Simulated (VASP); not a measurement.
ZnS:

```
CELL_PARAMETERS angstrom
0.00000 2.70200 2.70200
2.70200 0.00000 2.70200
2.70200 2.70200 0.00000
ATOMIC_POSITIONS crystal
Zn 0.25000 0.25000 0.25000
S 0.00000 0.00000 0.00000
```

- Program: VASP 6.6.1
- Task: relaxation of cell and atoms
- Functional: LDA
- Potentials or basis: VASP PAW LDA potentials, release 64 (Zn, S)
- Cutoff: 500 eV
- k mesh: 10 × 10 × 10
- Occupations: gaussian, width 0.02 eV
- Spin: no spin polarisation

At the start: pressure -4.4 GPa; volume 19.73 Å³/atom.

Problem. How do energy, volume and symmetry change on relaxing?

Solution. Over 3 steps the energy falls by 15.7 meV/atom and the volume is 18.63 Å³/atom (-5.6 %); space group F-43m (No. 216, to 0.1 Å) before and after.

Step by step:
```
step  energy change (eV)  largest force (eV/Å)  pressure (GPa)  volume (Å³)
   1              0.0000                0.0000           -4.36        39.45
   2             -0.0267                0.0000            1.94        36.47
   3             -0.0314                0.0000            0.00        37.26
```

Final structure:
```cif
data_structure
_symmetry_space_group_name_H-M 'P 1'
_symmetry_Int_Tables_number 1
_cell_length_a 3.7490
_cell_length_b 3.7490
_cell_length_c 3.7490
_cell_angle_alpha 60.000
_cell_angle_beta 60.000
_cell_angle_gamma 60.000
_cell_volume 37.26
loop_
_atom_site_label
_atom_site_type_symbol
_atom_site_fract_x
_atom_site_fract_y
_atom_site_fract_z
_atom_site_occupancy
Zn1 Zn 0.25000 0.25000 0.25000 1
S1 S 0.00000 0.00000 0.00000 1
```
